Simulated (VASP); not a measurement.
# BIr3Pd (P4/mmm) in VASP: single point with PBE

Aim: the single point of BIr3Pd with PBE.

Program: VASP 6.6.1. These are calculated values, not measurements. Logs are shortened: lines on timing, memory, paths and dates and some standing lists are left out, and cuts for length are marked.

**1. The cell of the first run**

Symmetry: P4/mmm, No. 123, tetragonal system. The conventional cell has a = 3.013 Å, b = 3.013 Å, c = 7.436 Å, α = 90.00°, β = 90.00°, γ = 90.00°. B (site symmetry 4/mmm) has 2 Ir at 2.03 Å and 4 Pd at 2.13 Å within 2.7 Å. Pd (site symmetry 4/mmm) has 4 B at 2.13 Å within 2.8 Å. Ir (site symmetry 4mm) has 1 B at 2.03 Å and 4 Ir at 2.72 Å within 2.8 Å. Within 3.8 Å of Ir (site symmetry 4/mmm) lie 12 Ir at 2.72 to 3.01 Å and 2 Pd at 3.72 Å.

The cell was generated, and may not be a known phase.

**2. Single point, PBE**

File INCAR:

```
ALGO = Normal
EDIFF = 1E-6
ENCUT = 1230
GGA = PE
GGA_COMPAT = F
ISIF = 2
ISMEAR = 0
LASPH = T
LCHARG = T
LELF = T
LREAL = F
LVHAR = T
LWAVE = F
NBANDS = 44
NELM = 120
PREC = Accurate
SIGMA = 0.1
```

File KPOINTS:

```
k-points
0
Gamma
  6 6 4
```

File POSCAR:

```
BIr3Pd
1.0
    3.0126510411      0.0000000000      0.0000000000
    0.0000000000      3.0126510411      0.0000000000
    0.0000000000      0.0000000000      7.4358911035
B Pd Ir
1 1 3
Direct
    0.5000000000      0.5000000000      0.0000000000
    0.0000000000      0.0000000000      0.0000000000
    0.5000000000      0.5000000000      0.2733019620
    0.5000000000      0.5000000000      0.7266980380
    0.0000000000      0.0000000000      0.5000000000
```

Potentials or basis: VASP PAW PBE potentials, release 64 (B_h, Pd_sv_GW, Ir_sv_GW).

Started as:

```sh
> cat potpaw_PBE.64/B_h/POTCAR potpaw_PBE.64/Pd_sv_GW/POTCAR potpaw_PBE.64/Ir_sv_GW/POTCAR > POTCAR
> mpirun -np 1 vasp_std > vasp.out
```

OUTCAR:

```text
EDIFF = 1E-6
   ENCUT = 1230
   GGA = PE
   ISIF = 2
   ISMEAR = 0
   LASPH = T
   LREAL = F
   NELM = 120
   PREC = Accurate

 ion  position               nearest neighbor table
   1  0.500  0.500  0.000-   3 2.03   4 2.03
   2  0.000  0.000  0.000-   3 2.94   4 2.94   3 2.94   4 2.94   3 2.94   4 2.94   3 2.94   4 2.94

   3  0.500  0.500  0.273-   1 2.03   5 2.72   5 2.72   5 2.72   5 2.72   2 2.94   2 2.94   2 2.94
                             2 2.94
   4  0.500  0.500  0.727-   1 2.03   5 2.72   5 2.72   5 2.72   5 2.72   2 2.94   2 2.94   2 2.94
                             2 2.94
   5  0.000  0.000  0.500-   3 2.72   4 2.72   3 2.72   4 2.72   3 2.72   4 2.72   3 2.72   4 2.72

  LATTYP: Found a simple tetragonal cell.
 ALAT       =     3.0126510411
 C/A-ratio  =     2.4682218425

  Lattice vectors:

 A1 = (   3.0126510411,   0.0000000000,   0.0000000000)
 A2 = (   0.0000000000,   3.0126510411,   0.0000000000)
 A3 = (   0.0000000000,   0.0000000000,   7.4358911035)

Analysis of symmetry for initial positions (statically):
=====================================================================
 Subroutine PRICEL returns:
 Original cell was already a primitive cell.

 Routine SETGRP: Setting up the symmetry group for a
 simple tetragonal supercell.

 Subroutine GETGRP returns: Found 16 space group operations
 (whereof 16 operations were pure point group operations)
 out of a pool of 16 trial point group operations.

The static configuration has the point symmetry D_4h.

Analysis of symmetry for dynamics (positions and initial velocities):
=====================================================================
 Subroutine PRICEL returns:
 Original cell was already a primitive cell.

 Routine SETGRP: Setting up the symmetry group for a
 simple tetragonal supercell.

 Subroutine GETGRP returns: Found 16 space group operations
 (whereof 16 operations were pure point group operations)
 out of a pool of 16 trial point group operations.

The dynamic configuration has the point symmetry D_4h.

 Subroutine INISYM returns: Found 16 space group operations
 (whereof 16 operations are pure point group operations),
 and found     1 'primitive' translations

----------------------------------------------------------------------------------------

                                     Primitive cell

  volume of cell :      67.4886

  direct lattice vectors                    reciprocal lattice vectors
     3.012651041  0.000000000  0.000000000     0.331933565  0.000000000  0.000000000
     0.000000000  3.012651041  0.000000000     0.000000000  0.331933565  0.000000000
     0.000000000  0.000000000  7.435891104     0.000000000  0.000000000  0.134482873

  length of vectors
     3.012651041  3.012651041  7.435891104     0.331933565  0.331933565  0.134482873

  position of ions in fractional coordinates (direct lattice)
     0.500000000  0.500000000  0.000000000
     0.000000000  0.000000000  0.000000000
     0.500000000  0.500000000  0.273301962
     0.500000000  0.500000000  0.726698038
     0.000000000  0.000000000  0.500000000

  ion indices of the primitive-cell ions
   primitive index   ion index
                 1           1
                 2           2
                 3           3
                 4           4
                 5           5

----------------------------------------------------------------------------------------

 KPOINTS: k-points

Automatic generation of k-mesh.
 Grid dimensions read from file:
 generate k-points for:    6    6    4

 Generating k-lattice:

  Cartesian coordinates                     Fractional coordinates (reciprocal lattice)
     0.055322261  0.000000000  0.000000000     0.166666667  0.000000000  0.000000000
     0.000000000  0.055322261  0.000000000     0.000000000  0.166666667  0.000000000
     0.000000000  0.000000000  0.033620718     0.000000000  0.000000000  0.250000000

  Length of vectors
     0.055322261  0.055322261  0.033620718

  Shift w.r.t. Gamma in fractional coordinates (k-lattice)
     0.000000000  0.000000000  0.000000000

 Subroutine IBZKPT returns following result:
 ===========================================

 Found     30 irreducible k-points:

 Following reciprocal coordinates:
            Coordinates               Weight
  0.000000  0.000000  0.000000      1.000000
  0.166667  0.000000  0.000000      4.000000
  0.333333  0.000000  0.000000      4.000000
  0.500000  0.000000  0.000000      2.000000
  0.166667  0.166667  0.000000      4.000000
  0.333333  0.166667  0.000000      8.000000
[... 16 lines left out ...]
  0.333333  0.000000  0.500000      4.000000
  0.500000  0.000000  0.500000      2.000000
 [... further k-points ...]
   k-points           NKPTS =     30   k-points in BZ     NKDIM =     30   number of bands    NBANDS=     44
   number of dos      NEDOS =    301   number of ions     NIONS =      5
   total plane-waves  NPLWV = 116640
   dimension x,y,z NGX =    36 NGY =   36 NGZ =   90
   dimension x,y,z NGXF=    72 NGYF=   72 NGZF=  180
   ions per type =               1   1   3
   NGX,Y,Z   is equivalent  to a cutoff of  19.87, 19.87, 20.12 a.u.
   NGXF,Y,Z  is equivalent  to a cutoff of  39.73, 39.73, 40.24 a.u.
 SYSTEM =  unknown system
   PREC   = accura    normal or accurate (medium, high low for compatibility)
   ISTART =      0    job   : 0-new  1-cont  2-samecut
   ICHARG =      2    charge: 1-file 2-atom 10-const
   ISPIN  =      1    spin polarized calculation?
   LNONCOLLINEAR =      F non collinear calculations
   LSORBIT =      F    spin-orbit coupling
   LASPH  =      T    aspherical Exc in radial PAW
   ENCUT  = 1230.0 eV  90.40 Ry    9.51 a.u.   8.62  8.62 21.26*2*pi/ulx,y,z
   NELM   =    120;   NELMIN=  2; NELMDL= -5     # of ELM steps
   EDIFF  = 0.1E-05   stopping-criterion for ELM
   LREAL  =      F    real-space projection
   EDIFFG = 0.1E-04   stopping-criterion for IOM
   NSW    =      0    number of steps for IOM
   IBRION =     -1    ionic relax: 0-MD 1-quasi-New 2-CG
   NFREE  =      0    steps in history (QN), initial steepest desc. (CG)
   ISIF   =      2    stress and relaxation
   ISYM   =      2    0-nonsym 1-usesym 2-fastsym
   POTIM  = 0.5000    time-step for ionic-motion
   TEBEG  =    0.0;   TEEND  =   0.0 temperature during run
   PSTRESS=    0.0 pullay stress
   NELECT =      72.0000    total number of electrons
   NUPDOWN=      -1.0000    fix difference up-down
   EMIN   =  10.00;   EMAX   =-10.00  energy-range for DOS
   EFERMI =   0.00;   METHOD = LEGACY
   ISMEAR =     0;   SIGMA  =   0.10  broadening in eV -4-tet -1-fermi 0-gaus
   EFERMI_NEDOS =   21; number of points for ismear=-14 and -15
   IALGO  =     38    algorithm
   IMIX   =      4    mixing-type and parameters
     AMIX     =   0.40;   BMIX     =  1.00
     AMIX_MAG =   1.60;   BMIX_MAG =  1.00
  volume/ion in A,a.u.               =      13.50        91.09
  Fermi-wavevector in a.u.,A,eV,Ry     =   1.672793  3.161120 38.072300  2.798235
  Thomas-Fermi vector in A             =   2.757877
   LORBIT       =      0    0 simple, 1 ext, 2 COOP (PROOUT), +10 PAW based schemes
   GGA     = PE    functional components
   LHFCALC =     F    Hartree Fock is set to
   AEXX    =    0.0000 exact exchange contribution
   IVDW    =     0    specifies the selected vdW correction
   LEPSILON=     F    determine dielectric tensor
   LRPA    =     F    only Hartree local field effects (RPA)
 non-spin polarized calculation
 Gauss-broadening in eV      SIGMA  =   0.10
  energy-cutoff  :     1230.00
  volume of cell :       67.49
 maximum number of plane-waves:      6651
 NGX is ok and might be reduce to    36
   NGX = 17   NGY = 17   NGZ = 43

 number of electron      72.0000002 magnetization

 Free energy of the ion-electron system (eV)
  ---------------------------------------------------
  ext. energy  EPLUGINS =         0.00000000
  ---------------------------------------------------
  free energy    TOTEN  =       -38.01177499 eV

  energy without entropy =      -37.98303012  energy(sigma->0) =      -37.99740256

 E-fermi :  10.6346     XC(G=0): -13.7105

 val. band max:       10.6289743354   @ k =   0.1667   0.0000   0.0000
 cond. band min:      10.6556156407   @ k =   0.5000   0.5000   0.5000
 fundamental gap:      0.0266413053
 Fermi energy:        10.6345517052

 k-point     1 :       0.0000    0.0000    0.0000
  band No.  band energies     occupation
      1     -81.9777      2.00000
      2     -81.7418      2.00000
      3     -81.7383      2.00000
      4     -74.5794      2.00000
      5     -40.4203      2.00000
      6     -40.4203      2.00000
[... 36 lines left out ...]
     43      19.1807      0.00000
     44      21.6297      0.00000

 k-point     2 :       0.1667    0.0000    0.0000
  band No.  band energies     occupation
      1     -81.9755      2.00000
      2     -81.7407      2.00000
      3     -81.7381      2.00000
      4     -74.5780      2.00000
      5     -40.4439      2.00000
      6     -40.4175      2.00000
[... 36 lines left out ...]
     43      18.5332      0.00000
     44      20.3223      0.00000

 k-point     3 :       0.3333    0.0000    0.0000
  band No.  band energies     occupation
      1     -81.9712      2.00000
      2     -81.7383      2.00000
      3     -81.7377      2.00000
      4     -74.5752      2.00000
      5     -40.4908      2.00000
      6     -40.4120      2.00000
[... 36 lines left out ...]
     43      17.1722      0.00000
     44      19.5422      0.00000

 k-point     4 :       0.5000    0.0000    0.0000
  band No.  band energies     occupation
      1     -81.9690      2.00000
      2     -81.7375      2.00000
      3     -81.7371      2.00000
      4     -74.5738      2.00000
      5     -40.5141      2.00000
      6     -40.4093      2.00000
[... 882 lines left out ...]
     43      18.3626      0.00000
     44      20.6794      0.00000

 k-point    23 :       0.3333    0.0000    0.5000
  band No.  band energies     occupation
      1     -81.9712      2.00000
      2     -81.7383      2.00000
      3     -81.7377      2.00000
      4     -74.5752      2.00000
      5     -40.4907      2.00000
      6     -40.4120      2.00000
[... 36 lines left out ...]
     43      17.0732      0.00000
     44      19.0401      0.00000

 k-point    24 :       0.5000    0.0000    0.5000
  band No.  band energies     occupation
      1     -81.9690      2.00000
      2     -81.7375      2.00000
      3     -81.7371      2.00000
      4     -74.5738      2.00000
      5     -40.5140      2.00000
      6     -40.4092      2.00000
[... 36 lines left out ...]
     43      17.2808      0.00000
     44      18.6768      0.00000

 [... further k-points ...]

------------------------ aborting loop because EDIFF is reached ----------------------------------------

  FORCE on cell =-STRESS in cart. coord.  units (eV):
  Direction    XX          YY          ZZ          XY          YZ          ZX
  --------------------------------------------------------------------------------------
  -------------------------------------------------------------------------------------
  Total        0.0531717      0.0531717     -0.0203477      0.0000000     -0.0000000      0.0000000
  in kB        1.2622942      1.2622942     -0.4830533      0.0000000     -0.0000000      0.0000000
  external PRESSURE =       0.6805117 kB  Pullay stress =       0.0000000 kB

 VOLUME and BASIS-vectors are now :
 -----------------------------------------------------------------------------
  energy-cutoff  :     1230.00
  volume of cell :       67.49
      direct lattice vectors                 reciprocal lattice vectors
     3.012651041  0.000000000  0.000000000     0.331933565  0.000000000  0.000000000
     0.000000000  3.012651041  0.000000000     0.000000000  0.331933565  0.000000000
     0.000000000  0.000000000  7.435891104     0.000000000  0.000000000  0.134482873

 POSITION                                       TOTAL-FORCE (eV/Angst)
 -----------------------------------------------------------------------------------
      1.50633      1.50633      0.00000         0.000000      0.000000      0.000000
      0.00000      0.00000      0.00000         0.000000      0.000000      0.000000
      1.50633      1.50633      2.03224        -0.000000     -0.000000     -0.014632
      1.50633      1.50633      5.40365         0.000000     -0.000000      0.014632
      0.00000      0.00000      3.71795         0.000000      0.000000      0.000000
 -----------------------------------------------------------------------------------
    total drift:                                0.000000      0.000000      0.000000

  FREE ENERGIE OF THE ION-ELECTRON SYSTEM (eV)
  ---------------------------------------------------
  free  energy   TOTEN  =       -38.0117749894 eV

  energy  without entropy=      -37.9830301230  energy(sigma->0) =      -37.99740256
```

It took 6 min on 1 thread of AMD EPYC 9R45 (Zen 5), shared host; peak memory 0.54 GiB.

Results:

```
Free energy            : -38.0118 eV
Pressure               : 0.1 GPa
Largest force          : 0.015 eV/Å
Band gap on the k mesh : zero (bands 36 and 37 overlap by 1.10 eV)
```

Forces on the atoms (eV/Å):
```
B    0.000  0.000  0.000
Pd   0.000  0.000  0.000
Ir   0.000  0.000 -0.015
Ir   0.000  0.000  0.015
Ir   0.000  0.000  0.000
```

Caveat: spin-orbit coupling is left out, which moves the levels of the heavy elements.

The gap in the log of VASP goes by the Fermi energy; the results here count the filled bands.